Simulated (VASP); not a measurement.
# HfN (rocksalt type) (Fm-3m) in VASP: further runs, part 3 of 3

VASP 6.6.1. Earlier steps stand in the parts before.

**5. Single point, PBEsol (volume scaled by 0.55)**

Input file INCAR:

```
SYSTEM = HfN
ALGO     = Normal         ! electronic algorithm
EDIFF    = 1E-6           ! SCF threshold, eV
ENCUT    = 520            ! plane-wave cutoff, eV
GGA      = PS             ! functional
ISIF     = 2              ! what is computed and relaxed
ISMEAR   = -1             ! smearing method
LASPH    = .TRUE.         ! aspherical terms in the spheres
LCHARG   = .TRUE.         ! write CHGCAR
LELF     = .TRUE.         ! ELF
LREAL    = .FALSE.        ! projectors in reciprocal space
LVHAR    = .TRUE.       
LWAVE    = .FALSE.        ! write WAVECAR
NBANDS   = 14             ! bands
NELM     = 80             ! most SCF steps
PREC     = Accurate       ! precision mode
SIGMA    = 0.08           ! smearing width, eV
```

Input file KPOINTS:

```
k-points
0
G
  15 15 15
  0 0 0
```

Input file POSCAR:

```
HfN
1.0
    0.0000000000      1.8440935095      1.8440935095
    1.8440935095      0.0000000000      1.8440935095
    1.8440935095      1.8440935095      0.0000000000
Hf N
1 1
Direct
    0.0000000000      0.0000000000      0.0000000000
    0.5000000000      0.5000000000      0.5000000000
```

Potentials or basis: VASP PAW PBE potentials, release 64 (Hf_pv, N).

Launch:

```bash
$ cat potpaw_PBE.64/Hf_pv/POTCAR potpaw_PBE.64/N/POTCAR > POTCAR
$ mpirun -np 1 vasp_std > vasp.out
```

OUTCAR:

```text
SYSTEM = HfN
   EDIFF = 1E-6
   ENCUT = 520
   GGA = PS
   ISIF = 2
   ISMEAR = -1
   LASPH = .TRUE.
   LREAL = .FALSE.
   NELM = 80
   PREC = Accurate

 ion  position               nearest neighbor table
   1  0.000  0.000  0.000-   2 1.84   2 1.84   2 1.84   2 1.84   2 1.84   2 1.84
   2  0.500  0.500  0.500-   1 1.84   1 1.84   1 1.84   1 1.84   1 1.84   1 1.84

  LATTYP: Found a face centered cubic cell.
 ALAT       =     3.6881870190

  Lattice vectors:

 A1 = (   0.0000000000,   1.8440935095,   1.8440935095)
 A2 = (   1.8440935095,   0.0000000000,   1.8440935095)
 A3 = (   1.8440935095,   1.8440935095,   0.0000000000)

Analysis of symmetry for initial positions (statically):
=====================================================================
 Subroutine PRICEL returns:
 Original cell was already a primitive cell.

 Routine SETGRP: Setting up the symmetry group for a
 face centered cubic supercell.

 Subroutine GETGRP returns: Found 48 space group operations
[... 9 lines left out ...]

 Routine SETGRP: Setting up the symmetry group for a
 face centered cubic supercell.

 Subroutine GETGRP returns: Found 48 space group operations
[... 11 lines left out ...]
                                     Primitive cell

  volume of cell :      12.5423

  direct lattice vectors                    reciprocal lattice vectors
     0.000000000  1.844093509  1.844093509    -0.271135925  0.271135925  0.271135925
     1.844093509  0.000000000  1.844093509     0.271135925 -0.271135925  0.271135925
     1.844093509  1.844093509  0.000000000     0.271135925  0.271135925 -0.271135925

  length of vectors
     2.607942051  2.607942051  2.607942051     0.469621198  0.469621198  0.469621198

  position of ions in fractional coordinates (direct lattice)
     0.000000000  0.000000000  0.000000000
     0.500000000  0.500000000  0.500000000

  ion indices of the primitive-cell ions
   primitive index   ion index
                 1           1
                 2           2

----------------------------------------------------------------------------------------

 KPOINTS: k-points

Automatic generation of k-mesh.
 Grid dimensions read from file:
 generate k-points for:   15   15   15

 Generating k-lattice:

  Cartesian coordinates                     Fractional coordinates (reciprocal lattice)
    -0.018075728  0.018075728  0.018075728     0.066666667  0.000000000  0.000000000
     0.018075728 -0.018075728  0.018075728     0.000000000  0.066666667  0.000000000
     0.018075728  0.018075728 -0.018075728     0.000000000  0.000000000  0.066666667

  Length of vectors
     0.031308080  0.031308080  0.031308080

  Shift w.r.t. Gamma in fractional coordinates (k-lattice)
     0.000000000  0.000000000  0.000000000

 Subroutine IBZKPT returns following result:
 ===========================================

 Found    120 irreducible k-points:

 Following reciprocal coordinates:
            Coordinates               Weight
  0.000000  0.000000  0.000000      1.000000
  0.066667  0.000000  0.000000      8.000000
  0.133333  0.000000  0.000000      8.000000
  0.200000  0.000000  0.000000      8.000000
  0.266667  0.000000  0.000000      8.000000
  0.333333  0.000000  0.000000      8.000000
[... 16 lines left out ...]
  0.133333  0.133333  0.000000      6.000000
  0.200000  0.133333  0.000000     24.000000
 [... further k-points ...]
   k-points           NKPTS =    120   k-points in BZ     NKDIM =    120   number of bands    NBANDS=     14
   number of dos      NEDOS =    301   number of ions     NIONS =      2
   total plane-waves  NPLWV =   8000
   dimension x,y,z NGX =    20 NGY =   20 NGZ =   20
   dimension x,y,z NGXF=    40 NGYF=   40 NGZF=   40
   ions per type =               1   1
   NGX,Y,Z   is equivalent  to a cutoff of  12.75, 12.75, 12.75 a.u.
   NGXF,Y,Z  is equivalent  to a cutoff of  25.50, 25.50, 25.50 a.u.
 SYSTEM =  HfN
   PREC   = accura    normal or accurate (medium, high low for compatibility)
   ISTART =      0    job   : 0-new  1-cont  2-samecut
   ICHARG =      2    charge: 1-file 2-atom 10-const
   ISPIN  =      1    spin polarized calculation?
   LNONCOLLINEAR =      F non collinear calculations
   LSORBIT =      F    spin-orbit coupling
   LASPH  =      T    aspherical Exc in radial PAW
   ENCUT  =  520.0 eV  38.22 Ry    6.18 a.u.   4.85  4.85  4.85*2*pi/ulx,y,z
   NELM   =     80;   NELMIN=  2; NELMDL= -5     # of ELM steps
   EDIFF  = 0.1E-05   stopping-criterion for ELM
   LREAL  =      F    real-space projection
   EDIFFG = 0.1E-04   stopping-criterion for IOM
   NSW    =      0    number of steps for IOM
   IBRION =     -1    ionic relax: 0-MD 1-quasi-New 2-CG
   NFREE  =      0    steps in history (QN), initial steepest desc. (CG)
   ISIF   =      2    stress and relaxation
   ISYM   =      2    0-nonsym 1-usesym 2-fastsym
   POTIM  = 0.5000    time-step for ionic-motion
   TEBEG  =    0.0;   TEEND  =   0.0 temperature during run
   PSTRESS=    0.0 pullay stress
   NELECT =      15.0000    total number of electrons
   NUPDOWN=      -1.0000    fix difference up-down
   EMIN   =  10.00;   EMAX   =-10.00  energy-range for DOS
   EFERMI =   0.00;   METHOD = LEGACY
   ISMEAR =    -1;   SIGMA  =   0.08  broadening in eV -4-tet -1-fermi 0-gaus
   EFERMI_NEDOS =   21; number of points for ismear=-14 and -15
   IALGO  =     38    algorithm
   IMIX   =      4    mixing-type and parameters
     AMIX     =   0.40;   BMIX     =  1.00
     AMIX_MAG =   1.60;   BMIX_MAG =  1.00
  volume/ion in A,a.u.               =       6.27        42.32
  Fermi-wavevector in a.u.,A,eV,Ry     =   1.737717  3.283808 41.084960  3.019659
  Thomas-Fermi vector in A             =   2.810887
   LORBIT       =      0    0 simple, 1 ext, 2 COOP (PROOUT), +10 PAW based schemes
   GGA     = PS    functional components
   LHFCALC =     F    Hartree Fock is set to
   AEXX    =    0.0000 exact exchange contribution
   IVDW    =     0    specifies the selected vdW correction
   LEPSILON=     F    determine dielectric tensor
   LRPA    =     F    only Hartree local field effects (RPA)
 non-spin polarized calculation
  energy-cutoff  :      520.00
  volume of cell :       12.54
 maximum number of plane-waves:       347
   NGX =  9   NGY =  9   NGZ =  9

 number of electron      15.0000003 magnetization

 Free energy of the ion-electron system (eV)
  ---------------------------------------------------
  ext. energy  EPLUGINS =         0.00000000
  ---------------------------------------------------
  free energy    TOTEN  =       -11.59965551 eV

  energy without entropy =      -11.59370073  energy(sigma->0) =      -11.59667812

 E-fermi :  14.4151     XC(G=0): -16.3682

 val. band max:       14.4017576568   @ k =   0.1333   0.0000   0.0000
 cond. band min:      14.4445367908   @ k =   0.1333   0.0000   0.0000
 fundamental gap:      0.0427791340
 Fermi energy:        14.4150603618

 k-point     1 :       0.0000    0.0000    0.0000
  band No.  band energies     occupation
      1     -13.9868      2.00000
      2     -13.9868      2.00000
      3     -13.9868      2.00000
      4      -5.5575      2.00000
      5      11.3998      2.00000
      6      11.3998      2.00000
      7      11.3998      2.00000
      8      13.3129      2.00000
      9      13.3129      2.00000
     10      13.3129      2.00000
     11      18.1573      0.00000
     12      18.1573      0.00000
     13      24.6354      0.00000
     14      25.7117      0.00000

 k-point     2 :       0.0667    0.0000    0.0000
  band No.  band energies     occupation
      1     -14.4435      2.00000
      2     -14.0054      2.00000
      3     -14.0054      2.00000
      4      -5.0840      2.00000
      5      10.6261      2.00000
      6      10.6718      2.00000
      7      10.6718      2.00000
      8      13.6507      1.99986
      9      13.6507      1.99986
     10      13.7553      1.99948
[... 362 lines left out ...]
 k-point    24 :       0.2000    0.1333    0.0000
  band No.  band energies     occupation
      1     -16.3021      2.00000
      2     -14.5408      2.00000
      3     -14.4628      2.00000
      4      -2.7029      2.00000
      5       5.9094      2.00000
      6       9.6959      2.00000
      7      10.0126      2.00000
      8      11.6835      2.00000
      9      17.4187      0.00000
     10      17.4704      0.00000
     11      19.9431      0.00000
     12      23.7464      0.00000
     13      28.2216      0.00000
     14      29.7851      0.00000

 [... further k-points ...]

------------------------ aborting loop because EDIFF is reached ----------------------------------------

  FORCE on cell =-STRESS in cart. coord.  units (eV):
  Direction    XX          YY          ZZ          XY          YZ          ZX
  --------------------------------------------------------------------------------------
  -------------------------------------------------------------------------------------
  Total       47.3506930     47.3506930     47.3506930     -0.0000000      0.0000000      0.0000000
  in kB     6048.6451739   6048.6451739   6048.6451739     -0.0000000      0.0000000      0.0000000
  external PRESSURE =    6048.6451739 kB  Pullay stress =       0.0000000 kB

 VOLUME and BASIS-vectors are now :
 -----------------------------------------------------------------------------
  energy-cutoff  :      520.00
  volume of cell :       12.54
      direct lattice vectors                 reciprocal lattice vectors
     0.000000000  1.844093509  1.844093509    -0.271135925  0.271135925  0.271135925
     1.844093509  0.000000000  1.844093509     0.271135925 -0.271135925  0.271135925
     1.844093509  1.844093509  0.000000000     0.271135925  0.271135925 -0.271135925

 POSITION                                       TOTAL-FORCE (eV/Angst)
 -----------------------------------------------------------------------------------
      0.00000      0.00000      0.00000         0.000000      0.000000      0.000000
      1.84409      1.84409      1.84409        -0.000000     -0.000000     -0.000000
 -----------------------------------------------------------------------------------
    total drift:                                0.000000      0.000000      0.000000

  FREE ENERGIE OF THE ION-ELECTRON SYSTEM (eV)
  ---------------------------------------------------
  free  energy   TOTEN  =       -11.5996555132 eV

  energy  without entropy=      -11.5937007334  energy(sigma->0) =      -11.59667812
```

Wall time 14 s (1 thread of Intel Xeon Platinum 8488C (Sapphire Rapids), shared host); peak memory 0.14 GiB.

The run converged, but its numbers aren't listed here, since they failed a check.

Caveat: the PAW data sets were made with another functional, which shifts forces and pressure a little; spin-orbit coupling is left out, which moves the levels of the heavy elements.

**6. Single point, PBEsol (volume scaled by 0.64)**

Input file INCAR:

```
ALGO = Normal ; EDIFF = 1E-7
ENCUT = 520 ; GGA = PS
ISIF = 2 ; ISMEAR = -1
LASPH = True ; LCHARG = True
LELF = True ; LREAL = False
LVHAR = True ; LWAVE = False
NBANDS = 14 ; NELM = 80
PREC = Accurate ; SIGMA = 0.08
```

Input file KPOINTS:

```
k-points
0
Gamma
  15 15 15
```

Input file POSCAR:

```
HfN
1.0
    0.0000000000      1.9396440303      1.9396440303
    1.9396440303      0.0000000000      1.9396440303
    1.9396440303      1.9396440303      0.0000000000
Hf N
1 1
Direct
    0.0000000000      0.0000000000      0.0000000000
    0.5000000000      0.5000000000      0.5000000000
```

Potentials or basis: VASP PAW PBE potentials, release 64 (Hf_pv, N).

Launch:

```bash
$ cat potpaw_PBE.64/Hf_pv/POTCAR potpaw_PBE.64/N/POTCAR > POTCAR
$ mpirun -np 1 vasp_std > vasp.out
```

Wall time 13 s (1 thread of Intel Xeon Platinum 8488C (Sapphire Rapids), shared host); peak memory 0.15 GiB.

Results (log left out):

```
Free energy : -17.3963 eV
Pressure    : 327.6 GPa
```

Levels at points of the mesh, in eV from the Fermi level:
```csv
k point,band 4,band 5,band 6,band 7,band 8,band 9,band 10,band 11,band 12,band 13
"(0.00, 0.00, 0.00)",-19.73,-3.19,-3.19,-3.19,-0.86,-0.86,-0.86,3.21,3.21,7.60
```

Caveat: the PAW data sets were made with another functional, which shifts forces and pressure a little; spin-orbit coupling is left out, which moves the levels of the heavy elements.

**7. Overview**

| task | cell | cutoff (eV) | gap on the mesh (eV) | pressure (GPa) |
| --- | --- | --- | --- | --- |
| single point | a = 3.183 Å, angles 60.0°, 2 atoms | 520 | none | -2.1 |
| relaxation of cell and atoms | relaxed from a = 3.047 Å, angles 60.0°, 2 atoms | 600 | none | 0.0 |
| single point | a = 2.743 Å, angles 60.0°, 2 atoms | 520 | none | 327.6 |

Alike in all rows: level PBEsol; potentials or basis VASP PAW PBE potentials, release 64 (Hf_pv, N); no spin polarisation; k mesh 15 × 15 × 15; smearing fermi-dirac 0.08 eV.

Caveats: the PAW data sets were made with another functional, which shifts forces and pressure a little; spin-orbit coupling is left out, which moves the levels of the heavy elements.

Absolute energies hang on the potentials; compare differences alone.
